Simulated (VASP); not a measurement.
Write the native input for VASP 6.6.1 that does the following.

| Quantity | Value |
| --- | --- |
| Task | single point |
| Functional | r2SCAN |
| Potentials or basis | VASP PAW PBE potentials, release 64 (Li_sv, F) |
| Cutoff | 520 eV |
| k mesh | 10 × 10 × 10 |
| Occupations | gaussian, width 0.01 eV |
| Spin | no spin polarisation |
| Dipole correction | no |
| Further INCAR settings | ALGO = Normal; EDIFF = 1e-06; NBANDS = 12 |

Crystal: LiF.

```
CELL_PARAMETERS angstrom
0.00000 2.14461 2.12209
2.14461 0.00000 2.12209
2.14461 2.14461 0.00000
ATOMIC_POSITIONS crystal
Li 0.00000 0.00000 0.00000
F 0.25000 0.25000 0.25000
```

This cell differs from its parent crystal: uniaxial z strain -1.1%.

These files were run (other wordings do the same):

POSCAR

```
LiF
1.0
    0.0000000000      2.1446105390      2.1220921283
    2.1446105390      0.0000000000      2.1220921283
    2.1446105390      2.1446105390      0.0000000000
Li F
1 1
Direct
    0.0000000000      0.0000000000      0.0000000000
    0.2500000000      0.2500000000      0.2500000000
```

INCAR.step1

```
PREC = Accurate
ENCUT = 520
ISMEAR = 0
SIGMA = 0.01
LREAL = False
LASPH = True
NELM = 80
NBANDS = 12
GGA = PE
ALGO = Normal
EDIFF = 1E-4
LWAVE = True
LCHARG = False
```

INCAR.step2

```
PREC = Accurate
ENCUT = 520
EDIFF = 1E-6
ISMEAR = 0
SIGMA = 0.01
LREAL = False
LASPH = True
NELM = 80
ALGO = Normal
ISIF = 2
LWAVE = False
LCHARG = False
METAGGA = R2SCAN
LMIXTAU = True
NBANDS = 12
ISTART = 1
```

KPOINTS

```
regular mesh
0
Gamma
  10 10 10
```

Potentials or basis: VASP PAW PBE potentials, release 64 (Li_sv, F).

Run with:

```console
$ cat potpaw_PBE.64/Li_sv/POTCAR potpaw_PBE.64/F/POTCAR > POTCAR
$ cp INCAR.step1 INCAR
$ mpirun -np 1 vasp_std > vasp.out
$ cp INCAR.step2 INCAR
$ mpirun -np 1 vasp_std > vasp.out
```

Results of the run:

| Quantity | Value |
| --- | --- |
| Band gap on the k mesh | 8.80 eV, direct |

Caveat: the cell differs from its parent crystal (uniaxial z strain -1.1%).

It took 100 s on 1 thread of AMD EPYC 7R43 64-Core Processor (Zen 3), with other jobs on the host, peak memory 0.11 GiB.
